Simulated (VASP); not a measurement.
A run of VASP 6.6.1:

File INCAR:

```
ALGO = Normal
EDIFF = 1E-6
ENCUT = 520
GGA = PE
ISIF = 2
ISMEAR = 0
ISPIN = 2
LASPH = True
LCHARG = False
LORBIT = 11
LREAL = Auto
LWAVE = False
MAGMOM = 0 0 0 0.11 0 0.2 0 0 0 0 0 0 0 0 0.2 0 0 0 0 0 0 0 0 0 0 0 0 0 0 0 0 0 0.2 0 0 0 0 0 0 0 0 0 0 0 0 0 0 0 0 0 0 0 0 0 0.2
NBANDS = 280
NCORE = 4
NELECT = 486.0
NELM = 150
PREC = Accurate
SIGMA = 0.05
```

File KPOINTS:

```
k-points
0
Gamma
  1 1 1
```

The input POSCAR:

```
Ga27P27H
1.0
    0.0000000000      8.1757500000      8.1757500000
    8.1757500000      0.0000000000      8.1757500000
    8.1757500000      8.1757500000      0.0000000000
Ga P H
27 27 1
Direct
   -0.0009046767     -0.0026206016      0.0036783803
    0.0002903669      0.0012482311      0.3314759051
   -0.0004651567     -0.0012248659      0.6679788801
    0.0022667254      0.3340416855     -0.0052838818
    0.0002154126      0.3321287173      0.3315399885
   -0.0046538407      0.3272601252      0.6656527160
   -0.0008737753      0.6649640261      0.0036331054
   -0.0005048418      0.6639962881      0.3376182576
   -0.0044632109      0.6767907126      0.6654454720
    0.3331533641     -0.0026121914      0.0036709765
    0.3324373867     -0.0018747672      0.3365409374
    0.3330073630     -0.0020908153      0.6693938747
    0.3330693613      0.3310232796      0.0037322594
    0.3320767182      0.3314310149      0.3377203944
    0.3450114981      0.3272774166      0.6656537949
    0.3325256191      0.6644683636      0.0037887873
    0.3321922637      0.6639946459      0.3376129892
    0.3330417494      0.6649514862      0.6693811089
    0.6662399331     -0.0018415557      0.0026731123
    0.6662035459     -0.0018732410      0.3365416836
    0.6670230345     -0.0012239348      0.6679780392
    0.6654669612      0.3310229241      0.0037385655
    0.6694122739      0.3321346812      0.3315350783
    0.6669301548      0.3314267763      0.6680192506
    0.6655792026      0.6649669573      0.0036334841
    0.6662106875      0.6643697175      0.3365106961
    0.6659373034      0.6649502900      0.6693806889
    0.0834911612      0.0849391543      0.0813851104
    0.0826345742      0.0825819417      0.4173457678
    0.0827169637      0.0790415706      0.7538799250
    0.0834135615      0.4153028832      0.0814272981
    0.0826737989      0.4145734234      0.4159686295
    0.1021666392      0.4339377840      0.6949770975
    0.0826095864      0.7474691803      0.0875619222
    0.0827772090      0.7519614446      0.4157880803
    0.0827524356      0.7494300104      0.7538265883
    0.4163652835      0.0811871650      0.0864996837
    0.4160878278      0.0812868316      0.4198498913
    0.4176733937      0.0790526704      0.7538720447
    0.4155443642      0.4145489420      0.0876512250
    0.4200869709      0.4145690344      0.4159744896
    0.4175807064      0.4146546322      0.7539279274
    0.4156625677      0.7474807870      0.0875552352
    0.4161031156      0.7480125289      0.4198266523
    0.4159087661      0.7478877377      0.7536096734
    0.7492553423      0.0811872220      0.0865023222
    0.7507408381      0.0825881631      0.4173451612
    0.7497103178      0.0815946881      0.7522973790
    0.7531562749      0.4153061945      0.0814219175
    0.7506759150      0.4145613598      0.4173847177
    0.7471344272      0.4146558165      0.7539365431
    0.7492859711      0.7482750700      0.0864578635
    0.7493554705      0.7480160049      0.4198269098
    0.7472995181      0.7494271620      0.7538294804
    0.1546860733      0.4862597280      0.5376352791
```

Potentials or basis: VASP PAW PBE potentials, release 64 (Ga_d, P, H).

Command:

```bash
$ cat potpaw_PBE.64/Ga_d/POTCAR potpaw_PBE.64/P/POTCAR potpaw_PBE.64/H/POTCAR > POTCAR
$ mpirun -np 4 vasp_gam > vasp.out
```

Hardware: 4 MPI ranks on Oxide Virtual Turin-like Processor (shared host).

Question: How long does it take, and how much memory?

Answer: Run time: 18 min on 4 MPI ranks on Oxide Virtual Turin-like Processor, on a shared host, peak memory 0.59 GiB a rank. Counts: scf iterations 20, k points 1.
